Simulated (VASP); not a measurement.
# BaTiO3 (Amm2) in VASP: notebook

BaTiO3 is run at these levels: PBE+U; tasks: single point.

Program: VASP 6.6.1. These are calculated values, not measurements. Logs are shortened: lines on timing, memory, paths and dates and some standing lists are left out, and cuts for length are marked.

### Step 1. The cell of the first run

It takes space group Amm2 (No. 38, orthorhombic). Conventional cell: a = 4.008 Å, b = 5.747 Å, c = 5.772 Å, α = 90.00°, β = 90.00°, γ = 90.00°. Ba (site symmetry mm2) has 12 O at 2.79 to 2.98 Å and 8 Ti at 3.46 to 3.57 Å within 3.7 Å. Within 2.5 Å of Ti (site symmetry mm2) lie 6 O at 1.89 to 2.19 Å. Within 3.0 Å of O (site symmetry mm2) lie 2 Ti at 2.01 Å and 4 Ba at 2.79 to 2.98 Å and 8 O at 2.83 to 2.88 Å. O (site symmetry m) has 2 Ti at 1.89 to 2.19 Å within 2.5 Å.

### Step 2. Single point, PBE+U

Input file INCAR:

```
ALGO     = Normal         # electronic algorithm
EDIFF    = 1E-6           # SCF threshold, eV
ENCUT    = 520            # plane-wave cutoff, eV
GGA      = PE             # functional
ISIF     = 2              # what is computed and relaxed
ISMEAR   = 0              # smearing method
LASPH    = True           # aspherical terms in the spheres
LCHARG   = False          # write CHGCAR
LDAU     = True           # DFT+U
LDAUJ    = 0 0 0        
LDAUL    = -1 2 -1        # shell
LDAUPRINT= 1            
LDAUTYPE = 2            
LDAUU    = 0 4 0          # U, eV
LMAXMIX  = 4              # l up to which the mixer works
LREAL    = False          # projectors in reciprocal space
LWAVE    = False          # write WAVECAR
NBANDS   = 28             # bands
NELM     = 150            # most SCF steps
PREC     = Accurate       # precision mode
SIGMA    = 0.02           # smearing width, eV
```

Input file KPOINTS:

```
k-points
0
Gamma
  8 8 8
```

Input file POSCAR:

```
BaTiO3
1.0
    4.0082194129      0.0000000000      0.0000000000
    0.0000000000      2.8732814832      2.8859184405
    0.0000000000     -2.8732814832      2.8859184405
Ba Ti O
1 1 3
Direct
    0.0000000000      0.0080771898      0.0080771898
    0.5000000000      0.5197092923      0.5197092923
    0.0000000000      0.4916268263      0.4916268263
    0.5000000000      0.4938075436      0.9829991481
    0.5000000000      0.9829991481      0.4938075436
```

Potentials or basis: VASP PAW PBE potentials, release 64 (Ba_sv, Ti_sv, O).

The run is started by

```bash
$ cat potpaw_PBE.64/Ba_sv/POTCAR potpaw_PBE.64/Ti_sv/POTCAR potpaw_PBE.64/O/POTCAR > POTCAR
$ mpirun -np 1 vasp_std > vasp.out
```

OUTCAR:

```text
EDIFF = 1E-6
   ENCUT = 520
   GGA = PE
   ISIF = 2
   ISMEAR = 0
   LASPH = True
   LREAL = False
   NELM = 150
   PREC = Accurate

 ion  position               nearest neighbor table
   1  0.000  0.008  0.008-   3 2.79   4 2.82   5 2.82   4 2.82   5 2.82   3 2.87   3 2.87   5 2.90
                             4 2.90   5 2.90   4 2.90   3 2.98   2 3.46   2 3.46   2 3.50   2 3.50
   2  0.500  0.520  0.520-   4 1.89   5 1.89   3 2.01   3 2.01   5 2.19   4 2.19   1 3.46   1 3.46
                             1 3.50   1 3.50   1 3.50   1 3.50   1 3.57   1 3.57
   3  0.000  0.492  0.492-   2 2.01   2 2.01   1 2.79   1 2.87   1 2.87   1 2.98
   4  0.500  0.494  0.983-   2 1.89   2 2.19   1 2.82   1 2.82   1 2.90   1 2.90
   5  0.500  0.983  0.494-   2 1.89   2 2.19   1 2.82   1 2.82   1 2.90   1 2.90

  LATTYP: Found a base centered orthorhombic cell.
 ALAT       =     5.7465629664
 B/A-ratio  =     1.0043980923
 C/A-ratio  =     0.6974985633

  Lattice vectors:

 A1 = (   0.0000000000,   2.8732814832,  -2.8859184405)
 A2 = (   0.0000000000,   2.8732814832,   2.8859184405)
 A3 = (   4.0082194129,   0.0000000000,   0.0000000000)

Analysis of symmetry for initial positions (statically):
=====================================================================
 Subroutine PRICEL returns:
 Original cell was already a primitive cell.

 Routine SETGRP: Setting up the symmetry group for a
 base centered orthorhombic supercell.

 Subroutine GETGRP returns: Found  4 space group operations
 (whereof  4 operations were pure point group operations)
 out of a pool of  8 trial point group operations.

The static configuration has the point symmetry C_2v.

Analysis of symmetry for dynamics (positions and initial velocities):
=====================================================================
 Subroutine PRICEL returns:
 Original cell was already a primitive cell.

 Routine SETGRP: Setting up the symmetry group for a
 base centered orthorhombic supercell.

 Subroutine GETGRP returns: Found  4 space group operations
 (whereof  4 operations were pure point group operations)
 out of a pool of  8 trial point group operations.

The dynamic configuration has the point symmetry C_2v.

 Subroutine INISYM returns: Found  4 space group operations
 (whereof  4 operations are pure point group operations),
 and found     1 'primitive' translations

----------------------------------------------------------------------------------------

                                     Primitive cell

  volume of cell :      66.4728

  direct lattice vectors                    reciprocal lattice vectors
     4.008219413  0.000000000  0.000000000     0.249487340  0.000000000  0.000000000
     0.000000000  2.873281483  2.885918440     0.000000000  0.174017061  0.173255070
     0.000000000 -2.873281483  2.885918440     0.000000000 -0.174017061  0.173255070

  length of vectors
     4.008219413  4.072379124  4.072379124     0.249487340  0.245559070  0.245559070

  position of ions in fractional coordinates (direct lattice)
     0.000000000  0.008077190  0.008077190
     0.500000000  0.519709292  0.519709292
     0.000000000  0.491626826  0.491626826
     0.500000000  0.493807544  0.982999148
     0.500000000  0.982999148  0.493807544

  ion indices of the primitive-cell ions
   primitive index   ion index
                 1           1
                 2           2
                 3           3
                 4           4
                 5           5

----------------------------------------------------------------------------------------

[... 58 lines left out ...]
   NGXF,Y,Z  is equivalent  to a cutoff of  24.89, 24.49, 24.49 a.u.
 SYSTEM =  unknown system
   PREC   = accura    normal or accurate (medium, high low for compatibility)
   ISTART =      0    job   : 0-new  1-cont  2-samecut
   ICHARG =      2    charge: 1-file 2-atom 10-const
   ISPIN  =      1    spin polarized calculation?
   LNONCOLLINEAR =      F non collinear calculations
   LSORBIT =      F    spin-orbit coupling
   LASPH  =      T    aspherical Exc in radial PAW
   ENCUT  =  520.0 eV  38.22 Ry    6.18 a.u.   7.45  7.57  7.57*2*pi/ulx,y,z
   NELM   =    150;   NELMIN=  2; NELMDL= -5     # of ELM steps
   EDIFF  = 0.1E-05   stopping-criterion for ELM
   LREAL  =      F    real-space projection
   EDIFFG = 0.1E-04   stopping-criterion for IOM
   NSW    =      0    number of steps for IOM
   IBRION =     -1    ionic relax: 0-MD 1-quasi-New 2-CG
   NFREE  =      0    steps in history (QN), initial steepest desc. (CG)
   ISIF   =      2    stress and relaxation
   ISYM   =      2    0-nonsym 1-usesym 2-fastsym
   POTIM  = 0.5000    time-step for ionic-motion
   TEBEG  =    0.0;   TEEND  =   0.0 temperature during run
   PSTRESS=    0.0 pullay stress
   NELECT =      40.0000    total number of electrons
   NUPDOWN=      -1.0000    fix difference up-down
   EMIN   =  10.00;   EMAX   =-10.00  energy-range for DOS
   EFERMI =   0.00;   METHOD = LEGACY
   ISMEAR =     0;   SIGMA  =   0.02  broadening in eV -4-tet -1-fermi 0-gaus
   EFERMI_NEDOS =   21; number of points for ismear=-14 and -15
   IALGO  =     38    algorithm
   IMIX   =      4    mixing-type and parameters
     AMIX     =   0.40;   BMIX     =  1.00
     AMIX_MAG =   1.60;   BMIX_MAG =  1.00
  volume/ion in A,a.u.               =      13.29        89.72
  Fermi-wavevector in a.u.,A,eV,Ry     =   1.382124  2.611835 25.990747  1.910266
  Thomas-Fermi vector in A             =   2.506844
   LORBIT       =      0    0 simple, 1 ext, 2 COOP (PROOUT), +10 PAW based schemes
 LDA+U is selected, type is set to LDAUTYPE =  2
   angular momentum for each species LDAUL =    -1    2   -1
   U (eV)           for each species LDAUU =   0.0  4.0  0.0
   J (eV)           for each species LDAUJ =   0.0  0.0  0.0
   GGA     = PE    functional components
   LHFCALC =     F    Hartree Fock is set to
   AEXX    =    0.0000 exact exchange contribution
   IVDW    =     0    specifies the selected vdW correction
   LEPSILON=     F    determine dielectric tensor
   LRPA    =     F    only Hartree local field effects (RPA)
 non-spin polarized calculation
 Gauss-broadening in eV      SIGMA  =   0.02
  energy-cutoff  :      520.00
  volume of cell :       66.47
 maximum number of plane-waves:      1810
 NGX is ok and might be reduce to    30

atom =   2  type =  2  l = 2

 onsite density matrix

spin component  1

  0.1082  0.0000  0.0000  0.0000  0.0000
  0.0000  0.2429  0.0000  0.0000  0.0000
  0.0000  0.0000  0.1366  0.0000 -0.0487
  0.0000  0.0000  0.0000  0.1068  0.0000
  0.0000  0.0000 -0.0487  0.0000  0.2111

spin component  2

  0.1082  0.0000  0.0000  0.0000  0.0000
  0.0000  0.2429  0.0000  0.0000  0.0000
  0.0000  0.0000  0.1366  0.0000 -0.0487
  0.0000  0.0000  0.0000  0.1068  0.0000
  0.0000  0.0000 -0.0487  0.0000  0.2111

 occupancies and eigenvectors

  o =  0.1068  v =  0.0000  0.0000 -0.0000  1.0000 -0.0000  0.0000  0.0000  0.0000  0.0000  0.0000      0.0000  0.0000  0.0000  0.0000  0.0000  0.0000  0.0000  0.0000  0.0000  0.0000
  o =  0.1068  v =  0.0000  0.0000  0.0000  0.0000  0.0000  0.0000  0.0000 -0.0000  1.0000 -0.0000      0.0000  0.0000  0.0000  0.0000  0.0000  0.0000  0.0000  0.0000  0.0000  0.0000
  o =  0.1082  v =  1.0000  0.0000  0.0000  0.0000  0.0000  0.0000  0.0000  0.0000  0.0000  0.0000      0.0000  0.0000  0.0000  0.0000  0.0000  0.0000  0.0000  0.0000  0.0000  0.0000
  o =  0.1082  v =  0.0000  0.0000  0.0000  0.0000  0.0000  1.0000  0.0000  0.0000  0.0000  0.0000      0.0000  0.0000  0.0000  0.0000  0.0000  0.0000  0.0000  0.0000  0.0000  0.0000
  o =  0.1126  v =  0.0000  0.0000 -0.8966 -0.0000 -0.4429  0.0000  0.0000  0.0000  0.0000  0.0000      0.0000  0.0000  0.0000  0.0000  0.0000  0.0000  0.0000  0.0000  0.0000  0.0000
  o =  0.1126  v =  0.0000  0.0000  0.0000  0.0000  0.0000  0.0000  0.0000 -0.8966 -0.0000 -0.4429      0.0000  0.0000  0.0000  0.0000  0.0000  0.0000  0.0000  0.0000  0.0000  0.0000
  o =  0.2351  v =  0.0000  0.0000  0.0000  0.0000  0.0000  0.0000  0.0000 -0.4429  0.0000  0.8966      0.0000  0.0000  0.0000  0.0000  0.0000  0.0000  0.0000  0.0000  0.0000  0.0000
  o =  0.2351  v =  0.0000  0.0000 -0.4429  0.0000  0.8966  0.0000  0.0000  0.0000  0.0000  0.0000      0.0000  0.0000  0.0000  0.0000  0.0000  0.0000  0.0000  0.0000  0.0000  0.0000
  o =  0.2429  v =  0.0000  0.0000  0.0000  0.0000  0.0000  0.0000  1.0000  0.0000  0.0000  0.0000      0.0000  0.0000  0.0000  0.0000  0.0000  0.0000  0.0000  0.0000  0.0000  0.0000
  o =  0.2429  v =  0.0000  1.0000  0.0000  0.0000  0.0000  0.0000  0.0000  0.0000  0.0000  0.0000      0.0000  0.0000  0.0000  0.0000  0.0000  0.0000  0.0000  0.0000  0.0000  0.0000

 number of electron      39.9999992 magnetization

 Free energy of the ion-electron system (eV)
  ---------------------------------------------------
  ext. energy  EPLUGINS =         0.00000000
  ---------------------------------------------------
  free energy    TOTEN  =       -37.30812635 eV

  energy without entropy =      -37.30812635  energy(sigma->0) =      -37.30812635

 E-fermi :   3.8912     XC(G=0): -11.0638

 val. band max:        3.6925444949   @ k =   0.5000   0.5000   0.5000
 cond. band min:       6.1844331880   @ k =   0.0000   0.0000   0.0000
 fundamental gap:      2.4918886931
 Fermi energy:         3.8912124592

 k-point     1 :       0.0000    0.0000    0.0000
  band No.  band energies     occupation
      1     -53.9472      2.00000
      2     -30.1412      2.00000
      3     -30.1311      2.00000
      4     -30.0962      2.00000
      5     -21.2451      2.00000
      6     -13.1711      2.00000
[... 733 lines left out ...]
     27      11.5586      0.00000
     28      12.9644      0.00000

 [... further k-points ...]

------------------------ aborting loop because EDIFF is reached ----------------------------------------

  FORCE on cell =-STRESS in cart. coord.  units (eV):
  Direction    XX          YY          ZZ          XY          YZ          ZX
  --------------------------------------------------------------------------------------
  -------------------------------------------------------------------------------------
  Total        1.3607322      1.5688312      1.4136576      0.0000000      0.0000000      0.0000000
  in kB       32.7974085     37.8131705     34.0730564      0.0000000      0.0000000      0.0000000
  external PRESSURE =      34.8945452 kB  Pullay stress =       0.0000000 kB

 VOLUME and BASIS-vectors are now :
 -----------------------------------------------------------------------------
  energy-cutoff  :      520.00
  volume of cell :       66.47
      direct lattice vectors                 reciprocal lattice vectors
     4.008219413  0.000000000  0.000000000     0.249487340  0.000000000  0.000000000
     0.000000000  2.873281483  2.885918440     0.000000000  0.174017061  0.173255070
     0.000000000 -2.873281483  2.885918440     0.000000000 -0.174017061  0.173255070

 POSITION                                       TOTAL-FORCE (eV/Angst)
 -----------------------------------------------------------------------------------
      0.00000      0.00000      0.04662         0.000000      0.000000     -0.044679
      2.00411      0.00000      2.99968         0.000000      0.000000     -0.586081
      0.00000      0.00000      2.83759         0.000000      0.000000      0.012481
      2.00411     -1.40559      4.26194         0.000000     -0.306260      0.309140
      2.00411      1.40559      4.26194         0.000000      0.306260      0.309140
 -----------------------------------------------------------------------------------
    total drift:                                0.000000      0.000001     -0.000624

  FREE ENERGIE OF THE ION-ELECTRON SYSTEM (eV)
  ---------------------------------------------------
  free  energy   TOTEN  =       -37.3081263494 eV

  energy  without entropy=      -37.3081263494  energy(sigma->0) =      -37.30812635
```

Wall time 5.9 min (1 thread of Intel Xeon 8259CL, shared host); peak memory 0.31 GiB.

What came out:

```
Free energy            : -37.3081 eV
Pressure               : 3.5 GPa
Largest force          : 0.586 eV/Å
Band gap on the k mesh : 2.49 eV (least direct gap 2.92 eV)
```

Forces in eV/Å, atoms in the order of the input:
```
Ba   0.000  0.000 -0.045
Ti   0.000  0.000 -0.586
O    0.000  0.000  0.012
O    0.000 -0.306  0.309
O    0.000  0.306  0.309
```

Stress tensor (GPa, compression positive):
```
3.28 0.00 0.00
0.00 3.78 0.00
0.00 0.00 3.41
```

Eigenvalues of the final occupation matrices:
```tsv
site	spin	trace	eigenvalues
site 2 d	1	0.81	0.11 0.11 0.11 0.24 0.24
site 2 d	2	0.81	0.11 0.11 0.11 0.24 0.24
```

Caveat: the cell stands under pressure; spin-orbit coupling is left out, which moves the levels of the heavy elements. A k mesh can miss the band edges.

### Step 3. Single point, PBE+U

This run uses another cell than the first one: it holds 10 atoms, not 5.

Input file INCAR:

```
PREC = Accurate
ENCUT = 520
EDIFF = 1E-6
ISMEAR = 0
SIGMA = 0.05
LREAL = False
LASPH = True
NELM = 150
ALGO = Normal
ISIF = 2
LWAVE = False
LCHARG = True
LMAXMIX = 4
LDAU = True
LDAUTYPE = 2
LDAUL = -1 2 -1
LDAUU = 0 4 0
LDAUJ = 0 0 0
LDAUPRINT = 1
GGA = PE
LELF = True
LVHAR = True
NBANDS = 51
```

Input file KPOINTS:

```
Automatic mesh
0
Gamma
  6 4 4
```

Input file POSCAR:

```
BaTiO3
1.0
    0.0000000000     -2.8732814832     -2.8859184405
   -4.0082194129      2.8732814832     -2.8859184405
    4.0082194129      2.8732814832     -2.8859184405
Ba Ti O
2 2 6
Direct
    0.9919228102      0.9959614051      0.9959614051
    0.9919228102      0.4959614051      0.4959614051
    0.4802907077      0.9901453538      0.4901453538
    0.4802907077      0.4901453538      0.9901453538
    0.5083731737      0.2541865869      0.2541865869
    0.5083731737      0.7541865869      0.7541865869
    0.5061924564      0.7585004260      0.2585004260
    0.5061924564      0.2585004260      0.7585004260
    0.0170008519      0.0030962282      0.5030962282
    0.0170008519      0.5030962282      0.0030962282
```

Potentials or basis: VASP PAW PBE potentials, release 64 (Ba_sv, Ti_sv, O).

The run is started by

```bash
$ cat potpaw_PBE.64/Ba_sv/POTCAR potpaw_PBE.64/Ti_sv/POTCAR potpaw_PBE.64/O/POTCAR > POTCAR
$ mpirun -np 1 vasp_std > vasp.out
```

It took 8.9 min on 1 thread of Intel Xeon 8259CL, shared host; peak memory 0.34 GiB.

The run converged. Its results:

| Item | Value |
| --- | --- |
| Free energy | -74.6162 eV |
| Pressure | 3.5 GPa |
| Largest force | 0.586 eV/Å |
| Band gap on the k mesh | 2.49 eV |

Forces in eV/Å, atoms in the order of the input:
```
Ba   0.000  0.000 -0.044
Ba   0.000  0.000 -0.044
Ti   0.000 -0.002 -0.586
Ti   0.000 -0.002 -0.586
O    0.000  0.001  0.012
O    0.000  0.001  0.012
O    0.000 -0.306  0.309
O    0.000 -0.306  0.309
O    0.000  0.307  0.309
O    0.000  0.307  0.309
```

Stress tensor (GPa, compression positive):
```
3.26 0.00 0.00
0.00 3.76 0.00
0.00 0.00 3.38
```

Levels at points of the mesh, in eV from the valence-band top:
| k point | band 36 | band 37 | band 38 | band 39 | band 40 | band 41 | band 42 | band 43 | band 44 | band 45 |
| --- | --- | --- | --- | --- | --- | --- | --- | --- | --- | --- |
| (0.00, 0.00, 0.00) | -0.93 | -0.47 | -0.46 | -0.42 | -0.08 | 2.49 | 2.62 | 2.68 | 3.99 | 4.02 |
| (0.50, 0.00, 0.00) | -0.94 | -0.83 | -0.15 | -0.02 | 0.00 | 2.70 | 3.95 | 3.96 | 4.10 | 4.51 |
| (0.00, 0.50, 0.00) | -1.05 | -0.94 | -0.94 | -0.52 | -0.52 | 3.16 | 3.16 | 3.37 | 3.37 | 3.57 |
| (0.50, 0.50, 0.00) | -0.86 | -0.68 | -0.68 | -0.50 | -0.50 | 3.73 | 3.73 | 4.11 | 4.11 | 4.14 |
| (0.00, 0.50, 0.50) | -1.53 | -1.11 | -1.04 | -0.94 | -0.83 | 2.70 | 2.81 | 3.92 | 3.96 | 3.96 |
| (0.50, 0.50, 0.50) | -0.95 | -0.93 | -0.89 | -0.22 | -0.08 | 3.97 | 3.99 | 4.00 | 4.02 | 4.29 |

Eigenvalues of the final occupation matrices:
| site | spin | trace | eigenvalues |
| --- | --- | --- | --- |
| site 3 d | 1 | 0.81 | 0.11 0.11 0.11 0.24 0.24 |
| site 3 d | 2 | 0.81 | 0.11 0.11 0.11 0.24 0.24 |
| site 4 d | 1 | 0.81 | 0.11 0.11 0.11 0.24 0.24 |
| site 4 d | 2 | 0.81 | 0.11 0.11 0.11 0.24 0.24 |

Caveat: the cell stands under pressure; spin-orbit coupling is left out, which moves the levels of the heavy elements. A k mesh can miss the band edges.
